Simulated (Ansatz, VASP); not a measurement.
# Sr2TeO: VASP beside Ansatz

```
O Sr Te
1.0
     4.27963    0.00000    0.00000
     0.00000    4.27963    0.00000
     0.00000    0.00000    6.20666
O Sr Te
1 2 1
Direct
  0.00000 0.00000 0.00000
  0.00000 0.00000 0.50000
  0.50000 0.50000 0.00000
  0.50000 0.50000 0.50000
```

Change from the starting cell: epitaxial_xy strain -1.8%.

Alike in both runs: task single point; functional PBE; k mesh 6 × 6 × 4; occupations fermi-dirac, width 0.02 eV; no spin polarisation.

|  | VASP | Ansatz |
| --- | --- | --- |
| version | VASP 6.6.1 | Ansatz 0.2.0 |
| potentials or method | VASP PAW PBE potentials, release 64 (O, Sr_sv, Te) | plane waves, PAW |
| plane-wave cutoff (eV) | 520 | 420 |
| valence electrons in the cell | 32 | 42 |

VASP gave:

* gap on the k mesh at the Fermi level (eV): 1.39
* pressure (GPa): 2.1

**Question.** Which values does Ansatz return?

**Answer.** gap on the k mesh at the Fermi level (eV): 1.42; pressure (GPa): 1.9.

VASP's potentials hold 32 valence electrons a cell and Ansatz's 42, so a difference there can come from the potentials and not from the codes.

Neither program's run includes spin-orbit coupling.
